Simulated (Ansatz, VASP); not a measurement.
**Two plane-wave programs on PtS2**

The input INCAR:

```
  PREC = Accurate
  ENCUT = 520
  EDIFF = 1E-6
  ISMEAR = -1
  SIGMA = 0.02
  LREAL = False
  LASPH = True
  NELM = 60
  ALGO = Normal
  ISIF = 2
  LWAVE = False
  LCHARG = False
  GGA = PE
  NBANDS = 18
```

KPOINTS

```
regular mesh
0
Gamma
  12 12 6
```

The input POSCAR:

```
PtS2
1.0
    3.5526415799      0.0000000000      0.0000000000
   -1.7763207900      3.0766778587      0.0000000000
    0.0000000000      0.0000000000      5.1739381656
Pt S
1 2
Direct
    0.0000000000      0.0000000000      0.0000000000
    0.3333333333      0.6666666667      0.2371271869
    0.6666666667      0.3333333333      0.7628728131
```

Input for Ansatz:

```yaml
crystal:
  lattice:
    - [3.5526415799, 0.0, 0.0]
    - [-1.77632079, 3.0766778587, 0.0]
    - [0.0, 0.0, 5.1739381656]
  atoms:
    - { symbol: Pt, position: [0.0, 0.0, 0.0] }
    - { symbol: S, position: [0.3333333333, 0.6666666667, 0.2371271869] }
    - { symbol: S, position: [0.6666666667, 0.3333333333, 0.7628728131] }
kpoints:
  mp_grid: { grid: [12, 12, 6] }
  band_path:
    path:
      - [0.0, 0.0, 0.0]
      - [0.5, 0.0, 0.0]
      - [0.3333333333, 0.3333333333, 0.0]
      - [0.0, 0.0, 0.5]
      - [0.5, 0.0, 0.5]
      - [0.3333333333, 0.3333333333, 0.5]
      - [0.0, 0.25, 0.3333333333]
      - [0.0, 0.171875, 0.190104]
      - [0.0, 0.279948, 0.299479]
    npoints: 1
hamiltonian:
  xc: pbe
scf:
  occupations: { method: fermi_dirac, width: 0.02 }
  n_extra_bands: 4
output:
  forces: true
  stress: true
  eigenvalues: true
```

Change from the starting cell: uniaxial_z strain +1.0%.

Alike in both runs: task single point; functional PBE; k mesh 12 × 12 × 6; occupations fermi-dirac, width 0.02 eV; no spin polarisation.

```csv
,VASP,Ansatz
version,VASP 6.6.1,Ansatz 0.2.0
potentials or method,"VASP PAW PBE potentials, release 64 (Pt, S)","plane waves, PAW"
plane-wave cutoff (eV),520,420
valence electrons in the cell,22,30
```

Ansatz gave:

| Item | Value |
| --- | --- |
| gap on the k mesh at the Fermi level (eV) | 0.74 |
| pressure (GPa) | 3.4 |
| traceless stress, the component that is largest in VASP (GPa) | -0.99 |
| rms of the force components (eV/Å) | 0.029 |

Estimate VASP's values.

gap on the k mesh at the Fermi level (eV): 0.75; pressure (GPa): 2.9; traceless stress, the component that is largest in VASP (GPa): -0.85; rms of the force components (eV/Å): 0.010.

Atom by atom the forces differ by 0.019 eV/Å (rms over components). The functional is the same, so the differences come from potentials, cutoffs and numerics. VASP's potentials hold 22 valence electrons a cell and Ansatz's 30, so a difference there can come from the potentials and not from the codes.

Spin-orbit coupling is off throughout.
